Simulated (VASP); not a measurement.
## BN: single point with PBE

Crystal: BN.

```xyz
4
Lattice="2.8090 0.0000 0.0000 -1.4045 2.4327 0.0000 0.0000 0.0000 4.5763" Properties=species:S:1:pos:R:3 pbc="T T T"
B     1.4045    0.8109    2.2842
B     0.0000    1.6218    4.5723
N     1.4045    0.8109    4.0082
N     0.0000    1.6218    1.7201
```

```yaml
Program: VASP 6.6.1
Task: single point
Functional: PBE
Potentials_or_basis: VASP PAW PBE potentials, release 64 (B, N)
Cutoff: 520 eV
k_mesh: 9 × 9 × 4
Occupations: gaussian, width 0.1 eV
Spin: no spin polarisation
Dipole_correction: no
Further_INCAR_settings: ALGO = Normal; EDIFF = 1e-06; NBANDS = 16
```

* Pressure: -60.3 GPa
* Largest force: 0.105 eV/Å
* Band gap on the k mesh: 5.55 eV, indirect (least direct gap 6.19 eV)

Forces in eV/Å, atoms in the order of the input:
```
B    0.000  0.000  0.105
B    0.000  0.000  0.105
N    0.000  0.000 -0.105
N    0.000  0.000 -0.105
```

Stress tensor (GPa, compression positive):
```
-62.86   0.00   0.00
  0.00 -62.86   0.00
  0.00   0.00 -55.23
```

Levels at points of the mesh, in eV from the valence-band top:
```
           k point  band 6  band 7  band 8  band 9  band 10  band 11
(0.00, 0.00, 0.00)   -0.05    0.00    0.00    6.19     6.27     7.16
(0.00, 0.00, 0.50)   -0.91   -0.91   -0.91    6.68     6.68     8.40
```

Run time: 9 s on 1 thread of Intel(R) Xeon(R) Platinum 8488C (Sapphire Rapids), on a shared host, peak memory 0.15 GiB.

A k mesh can miss the band edges.
